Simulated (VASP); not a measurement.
# Sb (P-1) in VASP: single point with PBE

Aim: the single point of Sb with PBE.

Everything below comes from runs of VASP 6.6.1. Logs are shortened: lines on timing, memory, paths and dates and some standing lists are left out, and cuts for length are marked.

### 1 The cell of the first run

The typed cell holds 6 atoms: a = 5.983 Å, b = 6.034 Å, c = 6.813 Å, α = 112.00°, β = 111.27°, γ = 91.83°.

The cell was built from a structure type or drawn by symmetry, and may not be a known phase.

### 2 Single point, PBE

INCAR reads:

```
SYSTEM = Sb
ALGO = Normal ; EDIFF = 1E-6
ENCUT = 500 ; GGA = PE
GGA_COMPAT = .False. ; ISIF = 2
ISMEAR = 0 ; LASPH = .True.
LCHARG = .True. ; LELF = .True.
LREAL = .False. ; LVHAR = .True.
LWAVE = .False. ; NBANDS = 54
NELM = 120 ; PREC = Accurate
SIGMA = 0.1
```

KPOINTS reads:

```
k-points
0
Gamma
  8 8 6
  0 0 0
```

POSCAR reads:

```
Sb
1.0
    5.9828205323     -0.0074424177     -0.0526191871
   -0.1847123105      6.0310290440     -0.0011256439
   -2.4234636543     -2.6268667267      5.8001308877
Sb
6
Direct
    0.7399272155      0.1498940039      0.6659661412
    0.8498832986      0.2619693498      0.3295262395
    0.1501167014      0.7380306502      0.6704737605
    0.3839059357      0.3858183399      0.0980564508
    0.6160940643      0.6141816601      0.9019435492
    0.2600727845      0.8501059961      0.3340338588
```

Potentials or basis: VASP PAW PBE potentials, release 64 (Sb_d_GW).

Command:

```bash
cat potpaw_PBE.64/Sb_d_GW/POTCAR > POTCAR
mpirun -np 1 vasp_std > vasp.out
```

OUTCAR:

```text
SYSTEM = Sb
   EDIFF = 1E-6
   ENCUT = 500
   GGA = PE
   ISIF = 2
   ISMEAR = 0
   LASPH = .True.
   LREAL = .False.
   NELM = 120
   PREC = Accurate

 ion  position               nearest neighbor table
   1  0.740  0.150  0.666-   2 2.89   6 2.92   5 2.93
   2  0.850  0.262  0.330-   1 2.89   3 2.92   4 2.94
   3  0.150  0.738  0.670-   6 2.89   2 2.92   5 2.94
   4  0.384  0.386  0.098-   5 2.87   6 2.93   2 2.94
   5  0.616  0.614  0.902-   4 2.87   1 2.93   3 2.94
   6  0.260  0.850  0.334-   3 2.89   1 2.92   4 2.93

  LATTYP: Found a triclinic cell.
 ALAT       =     5.9830565508
 B/A-ratio  =     1.4426713840
 C/A-ratio  =     1.2501578342
 COS(alpha) =     0.0000980952
 COS(beta)  =     0.4438305832
 COS(gamma) =     0.7154252831

  Lattice vectors:

 A1 = (  -5.9828205323,   0.0074424177,   0.0526191871)
 A2 = (  -6.1675328428,   6.0384714617,   0.0514935432)
 A3 = (  -3.3746445675,  -3.3967198996,  -5.7463860567)

Analysis of symmetry for initial positions (statically):
=====================================================================
 Subroutine PRICEL returns:
 Original cell was already a primitive cell.

 Routine SETGRP: Setting up the symmetry group for a
 triclinic supercell.

 Subroutine GETGRP returns: Found  2 space group operations
 (whereof  2 operations were pure point group operations)
 out of a pool of  2 trial point group operations.

The static configuration has the point symmetry S_2 .

Analysis of symmetry for dynamics (positions and initial velocities):
=====================================================================
 Subroutine PRICEL returns:
 Original cell was already a primitive cell.

 Routine SETGRP: Setting up the symmetry group for a
 triclinic supercell.

 Subroutine GETGRP returns: Found  2 space group operations
 (whereof  2 operations were pure point group operations)
 out of a pool of  2 trial point group operations.

The dynamic configuration has the point symmetry S_2 .

 Subroutine INISYM returns: Found  2 space group operations
 (whereof  2 operations are pure point group operations),
 and found     1 'primitive' translations

----------------------------------------------------------------------------------------

                                     Primitive cell

  volume of cell :     208.4633

  direct lattice vectors                    reciprocal lattice vectors
     5.982820532 -0.007442418 -0.052619187     0.167788772  0.005152387  0.072440542
    -0.184712311  6.031029044 -0.001125644     0.000870132  0.165849920  0.075476636
    -2.423463654 -2.626866727  5.800130888     0.001522360  0.000078930  0.173081736

  length of vectors
     5.983056551  6.033857078  6.812864537     0.182831209  0.182218758  0.173088449

  position of ions in fractional coordinates (direct lattice)
     0.739927216  0.149894004  0.665966141
     0.849883299  0.261969350  0.329526239
     0.150116701  0.738030650  0.670473761
     0.383905936  0.385818340  0.098056451
     0.616094064  0.614181660  0.901943549
     0.260072784  0.850105996  0.334033859

  ion indices of the primitive-cell ions
   primitive index   ion index
                 1           1
                 2           2
                 3           3
                 4           4
                 5           5
                 6           6

----------------------------------------------------------------------------------------

 KPOINTS: k-points

Automatic generation of k-mesh.
 Grid dimensions read from file:
 generate k-points for:    8    8    6

 Generating k-lattice:

  Cartesian coordinates                     Fractional coordinates (reciprocal lattice)
     0.020973596  0.000644048  0.009055068     0.125000000 -0.000000000  0.000000000
     0.000108767  0.020731240  0.009434580     0.000000000  0.125000000  0.000000000
     0.000253727  0.000013155  0.028846956     0.000000000  0.000000000  0.166666667

  Length of vectors
     0.022853901  0.022777345  0.028848075

  Shift w.r.t. Gamma in fractional coordinates (k-lattice)
     0.000000000  0.000000000  0.000000000

 Subroutine IBZKPT returns following result:
 ===========================================

 Found    196 irreducible k-points:

 Following reciprocal coordinates:
            Coordinates               Weight
  0.000000  0.000000  0.000000      1.000000
  0.125000 -0.000000  0.000000      2.000000
  0.250000 -0.000000  0.000000      2.000000
  0.375000 -0.000000 -0.000000      2.000000
  0.500000 -0.000000  0.000000      1.000000
  0.000000  0.125000  0.000000      2.000000
[... 16 lines left out ...]
  0.125000  0.375000  0.000000      2.000000
  0.250000  0.375000  0.000000      2.000000
 [... further k-points ...]
   k-points           NKPTS =    196   k-points in BZ     NKDIM =    196   number of bands    NBANDS=     54
   number of dos      NEDOS =    301   number of ions     NIONS =      6
   total plane-waves  NPLWV = 115200
   dimension x,y,z NGX =    48 NGY =   48 NGZ =   50
   dimension x,y,z NGXF=    96 NGYF=   96 NGZF=  100
   ions per type =               6
   NGX,Y,Z   is equivalent  to a cutoff of  13.34, 13.23, 12.20 a.u.
   NGXF,Y,Z  is equivalent  to a cutoff of  26.67, 26.45, 24.40 a.u.
 SYSTEM =  Sb
   PREC   = accura    normal or accurate (medium, high low for compatibility)
   ISTART =      0    job   : 0-new  1-cont  2-samecut
   ICHARG =      2    charge: 1-file 2-atom 10-const
   ISPIN  =      1    spin polarized calculation?
   LNONCOLLINEAR =      F non collinear calculations
   LSORBIT =      F    spin-orbit coupling
   LASPH  =      T    aspherical Exc in radial PAW
   ENCUT  =  500.0 eV  36.75 Ry    6.06 a.u.  10.91 11.00 12.42*2*pi/ulx,y,z
   NELM   =    120;   NELMIN=  2; NELMDL= -5     # of ELM steps
   EDIFF  = 0.1E-05   stopping-criterion for ELM
   LREAL  =      F    real-space projection
   EDIFFG = 0.1E-04   stopping-criterion for IOM
   NSW    =      0    number of steps for IOM
   IBRION =     -1    ionic relax: 0-MD 1-quasi-New 2-CG
   NFREE  =      0    steps in history (QN), initial steepest desc. (CG)
   ISIF   =      2    stress and relaxation
   ISYM   =      2    0-nonsym 1-usesym 2-fastsym
   POTIM  = 0.5000    time-step for ionic-motion
   TEBEG  =    0.0;   TEEND  =   0.0 temperature during run
   PSTRESS=    0.0 pullay stress
   NELECT =      90.0000    total number of electrons
   NUPDOWN=      -1.0000    fix difference up-down
   EMIN   =  10.00;   EMAX   =-10.00  energy-range for DOS
   EFERMI =   0.00;   METHOD = LEGACY
   ISMEAR =     0;   SIGMA  =   0.10  broadening in eV -4-tet -1-fermi 0-gaus
   EFERMI_NEDOS =   21; number of points for ismear=-14 and -15
   IALGO  =     38    algorithm
   IMIX   =      4    mixing-type and parameters
     AMIX     =   0.40;   BMIX     =  1.00
     AMIX_MAG =   1.60;   BMIX_MAG =  1.00
  volume/ion in A,a.u.               =      34.74       234.46
  Fermi-wavevector in a.u.,A,eV,Ry     =   1.237312  2.338180 20.829708  1.530940
  Thomas-Fermi vector in A             =   2.371884
   LORBIT       =      0    0 simple, 1 ext, 2 COOP (PROOUT), +10 PAW based schemes
   GGA     = PE    functional components
   LHFCALC =     F    Hartree Fock is set to
   AEXX    =    0.0000 exact exchange contribution
   IVDW    =     0    specifies the selected vdW correction
   LEPSILON=     F    determine dielectric tensor
   LRPA    =     F    only Hartree local field effects (RPA)
 non-spin polarized calculation
 Gauss-broadening in eV      SIGMA  =   0.10
  energy-cutoff  :      500.00
  volume of cell :      208.46
 maximum number of plane-waves:      5321
 NGX is ok and might be reduce to    48
   NGX = 21   NGY = 21   NGZ = 25

 number of electron      90.0000008 magnetization

 Free energy of the ion-electron system (eV)
  ---------------------------------------------------
  ext. energy  EPLUGINS =         0.00000000
  ---------------------------------------------------
  free energy    TOTEN  =       -24.28668804 eV

  energy without entropy =      -24.27848682  energy(sigma->0) =      -24.28258743

 E-fermi :   3.8786     XC(G=0):  -9.1898

 val. band max:        3.8570404497   @ k =   0.1250   0.1250   0.1667
 cond. band min:       3.8795614550   @ k =  -0.1250   0.1250   0.5000
 fundamental gap:      0.0225210053
 Fermi energy:         3.8785998588

 k-point     1 :       0.0000    0.0000    0.0000
  band No.  band energies     occupation
      1     -25.2836      2.00000
      2     -25.2589      2.00000
      3     -25.2523      2.00000
      4     -25.2520      2.00000
      5     -25.2252      2.00000
      6     -25.1951      2.00000
[... 46 lines left out ...]
     53       7.2432      0.00000
     54       8.1958      0.00000

 k-point     2 :       0.1250   -0.0000    0.0000
  band No.  band energies     occupation
      1     -25.2827      2.00000
      2     -25.2586      2.00000
      3     -25.2570      2.00000
      4     -25.2479      2.00000
      5     -25.2241      2.00000
      6     -25.1959      2.00000
[... 46 lines left out ...]
     53       7.6099      0.00000
     54       8.3550      0.00000

 k-point     3 :       0.2500   -0.0000    0.0000
  band No.  band energies     occupation
      1     -25.2803      2.00000
      2     -25.2619      2.00000
      3     -25.2576      2.00000
      4     -25.2450      2.00000
      5     -25.2209      2.00000
      6     -25.1971      2.00000
[... 46 lines left out ...]
     53       7.6699      0.00000
     54       8.3811      0.00000
[... 1084 lines left out ...]
 k-point    23 :       0.1250    0.3750    0.0000
  band No.  band energies     occupation
      1     -25.2738      2.00000
      2     -25.2704      2.00000
      3     -25.2559      2.00000
      4     -25.2413      2.00000
      5     -25.2127      2.00000
      6     -25.2030      2.00000
[... 46 lines left out ...]
     53       7.6724      0.00000
     54       8.1650      0.00000

 k-point    24 :       0.2500    0.3750    0.0000
  band No.  band energies     occupation
      1     -25.2747      2.00000
      2     -25.2708      2.00000
      3     -25.2544      2.00000
      4     -25.2392      2.00000
      5     -25.2098      2.00000
      6     -25.2075      2.00000
[... 46 lines left out ...]
     53       7.6589      0.00000
     54       7.9486      0.00000

 [... further k-points ...]

------------------------ aborting loop because EDIFF is reached ----------------------------------------

  FORCE on cell =-STRESS in cart. coord.  units (eV):
  Direction    XX          YY          ZZ          XY          YZ          ZX
  --------------------------------------------------------------------------------------
  -------------------------------------------------------------------------------------
  Total       -0.0405098     -0.0615621     -0.0190986      0.0080144      0.0055859     -0.0094105
  in kB       -0.3113445     -0.4731454     -0.1467852      0.0615960      0.0429316     -0.0723258
  external PRESSURE =      -0.3104250 kB  Pullay stress =       0.0000000 kB

 VOLUME and BASIS-vectors are now :
 -----------------------------------------------------------------------------
  energy-cutoff  :      500.00
  volume of cell :      208.46
      direct lattice vectors                 reciprocal lattice vectors
     5.982820532 -0.007442418 -0.052619187     0.167788772  0.005152387  0.072440542
    -0.184712311  6.031029044 -0.001125644     0.000870132  0.165849920  0.075476636
    -2.423463654 -2.626866727  5.800130888     0.001522360  0.000078930  0.173081736

 POSITION                                       TOTAL-FORCE (eV/Angst)
 -----------------------------------------------------------------------------------
      2.78522     -0.85090      3.82359        -0.002980     -0.003187     -0.001249
      4.23772      0.70800      1.86628         0.001470      0.000097      0.000627
     -0.86307      2.68872      3.88011        -0.001470     -0.000097     -0.000627
      1.98794      2.06644      0.54811         0.001822     -0.001878      0.001642
      1.38671      1.33028      5.19828        -0.001822      0.001878     -0.001642
      0.58942      4.24762      1.92280         0.002980      0.003187      0.001249
 -----------------------------------------------------------------------------------
    total drift:                                0.000000      0.000000      0.000000

  FREE ENERGIE OF THE ION-ELECTRON SYSTEM (eV)
  ---------------------------------------------------
  free  energy   TOTEN  =       -24.2866880368 eV

  energy  without entropy=      -24.2784868193  energy(sigma->0) =      -24.28258743
```

Run time: 29 min. Hardware: 1 thread of Intel Xeon 6975P-C (Granite Rapids), shared host; peak memory 1.5 GiB.

What came out:

| Quantity | Value |
| --- | --- |
| Free energy | -24.2867 eV |
| Pressure | 0.0 GPa |
| Largest force | 0.005 eV/Å |
| Band gap on the k mesh | zero (bands 45 and 46 overlap by 1.02 eV) |

Forces on the atoms (eV/Å):
```
Sb  -0.003 -0.003 -0.001
Sb   0.001  0.000  0.001
Sb  -0.001  0.000 -0.001
Sb   0.002 -0.002  0.002
Sb  -0.002  0.002 -0.002
Sb   0.003  0.003  0.001
```

Caveat: spin-orbit coupling is left out, which moves the levels of the heavy elements.
